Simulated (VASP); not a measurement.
Here is a VASP 6.6.1 calculation.

INCAR

```
PREC     = Accurate       # precision mode
ENCUT    = 520            # plane-wave cutoff, eV
EDIFF    = 1E-6           # SCF threshold, eV
ISMEAR   = -1             # smearing method
SIGMA    = 0.05           # smearing width, eV
LREAL    = F              # projectors in reciprocal space
LASPH    = T              # aspherical terms in the spheres
NELM     = 80             # most SCF steps
ALGO     = Normal         # electronic algorithm
ISIF     = 2              # what is computed and relaxed
LWAVE    = F              # write WAVECAR
LCHARG   = F              # write CHGCAR
LDIPOL   = T            
IDIPOL   = 3            
DIPOL    = 0.5 0.5 0.500
GGA      = PE             # functional
NBANDS   = 30             # bands
```

File KPOINTS:

```
regular mesh
0
Gamma
  8 5 1
```

Contents of POSCAR:

```
Sb
1.0
    3.3690001795      0.0000000000      0.0000000000
    0.0000000000      5.3300000000      0.0000000000
    0.0000000000      0.0000000000     24.7254658028
Sb
8
Direct
    0.0000000000      0.7500000000      0.3033309892
    0.5000000001      0.2500000000      0.3426647914
    0.5000000000      0.7500000000      0.4213323957
    0.0000000001      0.2500000000      0.4606661978
    0.0000000000      0.7500000000      0.5393338022
    0.5000000001      0.2500000000      0.5786676043
    0.5000000000      0.7500000000      0.6573352086
    0.0000000001      0.2500000000      0.6966690108
```

Potentials or basis: VASP PAW PBE potentials, release 64 (Sb).

Launch:

```console
$ cat potpaw_PBE.64/Sb/POTCAR > POTCAR
$ mpirun -np 1 vasp_std > vasp.out
```

(1) What does it give for the band gap on the k mesh?

(2) What does it give for the largest force?

## Answers

(1) zero (band 20 reaches 3.24 eV, above the bottom of band 21 at 0.94 eV).

(2) 0.626 eV/Å.

Caveat: spin-orbit coupling is left out, which moves the levels of the heavy elements.
